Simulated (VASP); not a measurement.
# MgS: single point with PBE

MgS:

```
CELL_PARAMETERS angstrom
0.00000 2.60165 2.60165
2.60165 0.00000 2.60165
2.60165 2.60165 0.00000
ATOMIC_POSITIONS crystal
Mg 0.01332 0.01332 0.01332
S 0.50000 0.50000 0.50000
```

This cell differs from its parent crystal: atom 1 (Mg) moved by [0.069282, 0.069282, 0.069282] A.

```
Program             : VASP 6.6.1
Task                : single point
Functional          : PBE
Potentials or basis : VASP PAW PBE potentials, release 64 (Mg, S)
Cutoff              : 520 eV
k mesh              : 10 × 10 × 10
Occupations         : fermi-dirac, width 0.03 eV
Spin                : no spin polarisation
```

| Quantity | Value |
| --- | --- |
| Pressure | 1.3 GPa |
| Largest force | 0.336 eV/Å |
| Band gap on the k mesh | 2.77 eV, indirect (least direct gap 3.70 eV) |

Forces on the atoms (eV/Å):
```
Mg  -0.194 -0.194 -0.194
S    0.194  0.194  0.194
```

Stress tensor (GPa, compression positive):
```
 1.34 -0.07 -0.07
-0.07  1.34 -0.07
-0.07 -0.07  1.34
```

Levels at points of the mesh, in eV from the valence-band top:
```
           k point  band 1  band 2  band 3  band 4  band 5  band 6  band 7  band 8
(0.00, 0.00, 0.00)  -12.68   -0.02   -0.02    0.00    3.70    7.94    7.94    7.96
(0.50, 0.00, 0.00)  -11.37   -4.84   -0.61   -0.59    4.54    6.92    6.92   10.08
(0.50, 0.50, 0.50)  -11.38   -4.82   -0.61   -0.61    4.55    6.90    6.90   10.07
(0.50, 0.50, 0.00)  -11.00   -4.20   -1.70   -1.68    2.77    4.38   11.99   12.82
```

Run time: 19 s on 1 thread of Intel(R) Xeon(R) Platinum 8559C (Emerald Rapids), with other jobs on the host, peak memory 0.18 GiB.

Caveat: the cell differs from its parent crystal (atom 1 (Mg) moved by [0.069282, 0.069282, 0.069282] A). A k mesh can miss the band edges.
